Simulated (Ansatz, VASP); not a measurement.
**Hf in VASP and in Ansatz**

INCAR

```
SYSTEM = Hf
PREC = Accurate ; ENCUT = 520
EDIFF = 1E-7 ; ISMEAR = 0
SIGMA = 0.15 ; LREAL = .FALSE.
LASPH = .TRUE. ; NELM = 100
ALGO = Fast ; ISIF = 2
LWAVE = .FALSE. ; LCHARG = .TRUE.
GGA = PS ; LELF = .TRUE.
LVHAR = .TRUE. ; NBANDS = 11
```

The input KPOINTS:

```
regular mesh
0
G
  18 18 18
  0 0 0
```

POSCAR

```
Hf
1.0
    0.0000000000      2.1312000000      2.2200000000
    2.1312000000      0.0000000000      2.2200000000
    2.1312000000      2.1312000000      0.0000000000
Hf
1
Direct
    0.0000000000      0.0000000000      0.0000000000
```

Input for Ansatz:

```yaml
crystal:
  lattice:
    - [0.0, 2.1312, 2.22]
    - [2.1312, 0.0, 2.22]
    - [2.1312, 2.1312, 0.0]
  atoms:
    - { symbol: Hf, position: [0.0, 0.0, 0.0] }
basis:
  ecutwfc: 420
kpoints:
  mp_grid: { grid: [18, 18, 18] }
hamiltonian:
  xc: pbesol
scf:
  occupations: { method: gaussian, width: 0.15 }
output:
  forces: true
  stress: true
  eigenvalues: true
```

Change from the starting cell: strain -0.040 along x and y, +0.000 along z, atoms carried along.

Alike in both runs: task single point; functional PBEsol; k mesh 18 × 18 × 18; occupations gaussian, width 0.15 eV; no spin polarisation.

```csv
,VASP,Ansatz
version,VASP 6.6.1,Ansatz 0.2.0
potentials or method,"VASP PAW PBE potentials, release 64 (Hf_pv), cutoff 520 eV","scalar-relativistic, plane waves, PAW"
valence electrons in the cell,10,26
```

```csv
,VASP,Ansatz,Ansatz less VASP
gap on the k mesh at the Fermi level (eV),none,none,-
pressure (GPa),7.7,8.1,+0.38
"traceless stress, the component that is largest in VASP (GPa)",-1.62,-1.60,+0.023
```

VASP's potentials were made for PBE, not for PBEsol. A gap of «none» marks a metal or a gap that the smearing closes. VASP's potentials hold 10 valence electrons a cell and Ansatz's 26, so a difference there can come from the potentials and not from the codes.

Spin-orbit coupling is off throughout.
